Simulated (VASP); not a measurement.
# Pt (I4/mmm) in VASP: notebook, part 2 of 2

VASP 6.6.1.

## Step 3: Single point, PBE

This run uses another cell than the first one, of the same volume but with other edges.

The input, INCAR:

```
SYSTEM = Pt
PREC = Accurate
ENCUT = 520
EDIFF = 1E-7
ISMEAR = 0
SIGMA = 0.15
LREAL = .False.
LASPH = .True.
NELM = 100
ALGO = Fast
ISIF = 2
LWAVE = .False.
LCHARG = .False.
GGA = PE
NBANDS = 11
```

The input, KPOINTS:

```
regular mesh
0
Gamma
  24 24 24
  0 0 0
```

The input, POSCAR:

```
Pt
1.0
    0.0000000000      1.8966751085      2.0863426194
    1.8966751085      0.0000000000      2.0863426194
    1.8966751085      1.8966751085      0.0000000000
Pt
1
Direct
    0.0000000000      0.0000000000      0.0000000000
```

Potentials or basis: VASP PAW PBE potentials, release 64 (Pt).

The run is started by

```bash
cat potpaw_PBE.64/Pt/POTCAR > POTCAR
mpirun -np 1 vasp_std > vasp.out
```

OUTCAR:

```text
SYSTEM = Pt
   PREC = Accurate
   ENCUT = 520
   EDIFF = 1E-7
   ISMEAR = 0
   LREAL = .False.
   LASPH = .True.
   NELM = 100
   ISIF = 2
   GGA = PE

 ion  position               nearest neighbor table
   1  0.000  0.000  0.000-

  LATTYP: Found a body centered tetragonal cell.
 ALAT       =     2.6823036619
 C/A-ratio  =     1.5556349186

  Lattice vectors:

 A1 = (  -1.8966751085,   0.0000000000,   2.0863426194)
 A2 = (   1.8966751085,   0.0000000000,   2.0863426194)
 A3 = (   0.0000000000,   1.8966751085,  -2.0863426194)

Analysis of symmetry for initial positions (statically):
=====================================================================
 Subroutine PRICEL returns:
 Original cell was already a primitive cell.

 Routine SETGRP: Setting up the symmetry group for a
 body centered tetragonal supercell.

 Subroutine GETGRP returns: Found 16 space group operations
 (whereof 16 operations were pure point group operations)
 out of a pool of 16 trial point group operations.

The static configuration has the point symmetry D_4h.

Analysis of symmetry for dynamics (positions and initial velocities):
[... 160 lines left out ...]

 val. band max:       11.3124304546   @ k =   0.4583   0.0417   0.1250
 cond. band min:      11.3147400684   @ k =   0.5000   0.2500   0.0417
 fundamental gap:      0.0023096137
 Fermi energy:        11.3140664073

 k-point     1 :       0.0000    0.0000    0.0000
  band No.  band energies     occupation
      1       1.0901      2.00000
      2       6.7938      2.00000
      3       7.9866      2.00000
      4       7.9866      2.00000
      5       8.9673      2.00000
      6      10.3594      2.00000
      7      26.1334      0.00000
      8      29.4347      0.00000
      9      31.7997      0.00000
     10      31.7997      0.00000
     11      36.5377      0.00000
[... 309 lines left out ...]
 k-point    24 :       0.4583    0.0417    0.0000
  band No.  band energies     occupation
      1       4.0485      2.00000
      2       6.9292      2.00000
      3       8.1193      2.00000
      4      10.0048      2.00000
      5      11.1356      1.90751
      6      11.6778      0.00061
      7      18.1134      0.00000
      8      25.4811      0.00000
      9      30.2210      0.00000
     10      31.3707      0.00000
     11      38.1926      0.00000

 [... further k-points ...]
[... 5 lines left out ...]
  --------------------------------------------------------------------------------------
  -------------------------------------------------------------------------------------
  Total        1.5622095      1.5622095      0.3326078      0.0000000      0.0000000     -0.0000000
  in kB      166.7432827    166.7432827     35.5010767      0.0000000      0.0000000     -0.0000000
  external PRESSURE =     122.9958807 kB  Pullay stress =       0.0000000 kB

 VOLUME and BASIS-vectors are now :
 -----------------------------------------------------------------------------
  energy-cutoff  :      520.00
  volume of cell :       15.01
      direct lattice vectors                 reciprocal lattice vectors
     0.000000000  1.896675108  2.086342619    -0.263619213  0.263619213  0.239653830
     1.896675108  0.000000000  2.086342619     0.263619213 -0.263619213  0.239653830
     1.896675108  1.896675108  0.000000000     0.263619213  0.263619213 -0.239653830

 POSITION                                       TOTAL-FORCE (eV/Angst)
 -----------------------------------------------------------------------------------
      0.00000      0.00000      0.00000        -0.000000      0.000000      0.000000
 -----------------------------------------------------------------------------------
    total drift:                                0.000000      0.000000     -0.000000

  FREE ENERGIE OF THE ION-ELECTRON SYSTEM (eV)
  ---------------------------------------------------
  free  energy   TOTEN  =        -6.0521446696 eV

  energy  without entropy=       -6.0311407484  energy(sigma->0) =       -6.04164271
```

stdout:

```text
POSCAR found type information on POSCAR Pt
 POSCAR found :  1 types and       1 ions
 scaLAPACK will be used
 LDA part: xc-table for (Slater+PW92), standard interpolation
 POSCAR, INCAR and KPOINTS ok, starting setup
 FFT: planning ... GRIDC
 FFT: planning ... GRID_SOFT
 FFT: planning ... GRID
 WAVECAR not read
 entering main loop
```

It took 59 s on 1 thread of Intel Xeon 6975P-C (Granite Rapids), shared host; peak memory 0.29 GiB.

Results:

| Item | Value |
| --- | --- |
| Free energy | -6.0521 eV |
| Pressure | 12.3 GPa |
| Band gap on the k mesh | zero (bands 5 and 6 overlap by 2.67 eV) |

Stress tensor (GPa, compression positive):
```
16.67  0.00  0.00
 0.00 16.67  0.00
 0.00  0.00  3.55
```

Caveat: the cell stands under pressure; spin-orbit coupling is left out, which moves the levels of the heavy elements.

## Step 4: Single point, PBE

This run uses another cell than the first one, of the same volume but with other edges.

The input, INCAR:

```
PREC     = Accurate       # precision mode
ENCUT    = 520            # plane-wave cutoff, eV
EDIFF    = 1E-6           # SCF threshold, eV
ISMEAR   = 0              # smearing method
SIGMA    = 0.15           # smearing width, eV
LREAL    = F              # projectors in reciprocal space
LASPH    = T              # aspherical terms in the spheres
NELM     = 100            # most SCF steps
ALGO     = Fast           # electronic algorithm
ISIF     = 2              # what is computed and relaxed
LWAVE    = F              # write WAVECAR
LCHARG   = F              # write CHGCAR
GGA      = PE             # functional
NBANDS   = 11             # bands
```

The input, KPOINTS:

```
Automatic mesh
0
Gamma
  24 24 24
```

The input, POSCAR:

```
Pt
1.0
    0.0000000000      2.2602304467      1.4691497903
    2.2602304467      0.0000000000      1.4691497903
    2.2602304467      2.2602304467      0.0000000000
Pt
1
Direct
    0.0000000000      0.0000000000      0.0000000000
```

The run is started by

```bash
cat potpaw_PBE.64/Pt/POTCAR > POTCAR
mpirun -np 1 vasp_std > vasp.out
```

Run time: 55 s. Hardware: 1 thread of Intel Xeon 6975P-C (Granite Rapids), shared host; peak memory 0.28 GiB.

It converged, with:

| Quantity | Value |
| --- | --- |
| Free energy | -5.9960 eV |
| Pressure | 13.8 GPa |
| Band gap on the k mesh | zero (bands 5 and 6 overlap by 2.34 eV) |

Stress tensor (GPa, compression positive):
```
16.76  0.00  0.00
 0.00 16.76  0.00
 0.00  0.00  7.88
```

Levels at points of the mesh, in eV from the Fermi level:
| k point | band 2 | band 3 | band 4 | band 5 | band 6 | band 7 | band 8 | band 9 |
| --- | --- | --- | --- | --- | --- | --- | --- | --- |
| (0.00, 0.00, 0.00) | -4.29 | -3.49 | -3.49 | -1.77 | -0.69 | 16.49 | 16.49 | 18.30 |
| (0.50, 0.00, 0.00) | -5.60 | -1.30 | -0.31 | 0.28 | 1.10 | 6.98 | 12.95 | 15.56 |
| (0.50, 0.50, 0.00) | -6.66 | 0.45 | 0.45 | 0.72 | 6.89 | 6.89 | 9.55 | 13.25 |
| (0.50, 0.00, 0.50) | -4.75 | -2.03 | -1.05 | -0.31 | 0.98 | 6.20 | 13.88 | 17.69 |

Caveat: the cell stands under pressure; spin-orbit coupling is left out, which moves the levels of the heavy elements.

## Step 5: Single point, PBE

This run uses another cell than the first one, of the same volume but with other edges.

Edit INCAR of step 4 so:

```diff
@@ -7,3 +7,3 @@
 LASPH    = T              # aspherical terms in the spheres
-NELM     = 100            # most SCF steps
+NELM     = 80             # most SCF steps
 ALGO     = Fast           # electronic algorithm
@@ -11,4 +11,6 @@
 LWAVE    = F              # write WAVECAR
-LCHARG   = F              # write CHGCAR
+LCHARG   = T              # write CHGCAR
 GGA      = PE             # functional
+LELF     = T              # ELF
+LVHAR    = T            
 NBANDS   = 11             # bands
```

The input, KPOINTS:

```
regular mesh
0
Gamma
  24 24 24
```

The input, POSCAR:

```
Pt
1.0
    0.0000000000      1.7103831919      2.5655747879
    1.7103831919      0.0000000000      2.5655747879
    1.7103831919      1.7103831919      0.0000000000
Pt
1
Direct
    0.0000000000      0.0000000000      0.0000000000
```

The run is started by

```bash
cat potpaw_PBE.64/Pt/POTCAR > POTCAR
mpirun -np 1 vasp_std > vasp.out
```

Run time: 45 s. Hardware: 1 thread of Intel Xeon 6975P-C (Granite Rapids), shared host; peak memory 0.29 GiB.

It converged, with:

```
Free energy            : -5.1535 eV
Pressure               : 46.0 GPa
Band gap on the k mesh : zero (bands 5 and 6 overlap by 5.35 eV)
```

Stress tensor (GPa, compression positive):
```
 75.23   0.00   0.00
  0.00  75.23   0.00
  0.00   0.00 -12.31
```

Levels at points of the mesh, in eV from the Fermi level:
```tsv
k point	band 1	band 2	band 3	band 4	band 5	band 6	band 7	band 8	band 9	band 10
(0.00, 0.00, 0.00)	-10.21	-7.01	-4.98	-1.32	-1.32	0.90	13.27	17.10	22.77	22.77
(0.50, 0.00, 0.00)	-7.15	-5.91	-2.21	-0.26	0.06	0.12	7.70	10.92	20.49	22.10
(0.50, 0.50, 0.00)	-8.22	-7.55	-1.73	0.32	0.32	1.09	2.99	17.15	17.15	24.62
(0.50, 0.00, 0.50)	-7.77	-5.79	-2.38	-0.74	3.37	5.20	9.89	11.48	13.75	21.45
```

Caveat: the cell stands under pressure; spin-orbit coupling is left out, which moves the levels of the heavy elements.

## Step 6: Overview

```tsv
cell	further INCAR settings	gap on the mesh (eV)	pressure (GPa)
a = 2.735, b = 2.735, c = 2.847 Å, angles 58.6, 58.6, 62.7°, 1 atom	ALGO = Fast; EDIFF = 1e-06; NBANDS = 11	none	11.6
a = 2.820, b = 2.820, c = 2.682 Å, angles 61.6, 61.6, 56.8°, 1 atom	ALGO = Fast; EDIFF = 1e-07; NBANDS = 11	none	12.3
a = 2.696, b = 2.696, c = 3.196 Å, angles 53.6, 53.6, 72.7°, 1 atom	ALGO = Fast; EDIFF = 1e-06; NBANDS = 11	none	13.8
a = 3.083, b = 3.083, c = 2.419 Å, angles 66.9, 66.9, 46.2°, 1 atom	ALGO = Fast; EDIFF = 1e-06; NBANDS = 11	none	46.0
```

Alike in all rows: task single point; level PBE; potentials or basis VASP PAW PBE potentials, release 64 (Pt); no spin polarisation; k mesh 24 × 24 × 24; cutoff (eV) 520; smearing gaussian 0.15 eV.

Caveats: the cell stands under pressure; spin-orbit coupling is left out, which moves the levels of the heavy elements.

Absolute energies hang on the potentials; compare differences alone.
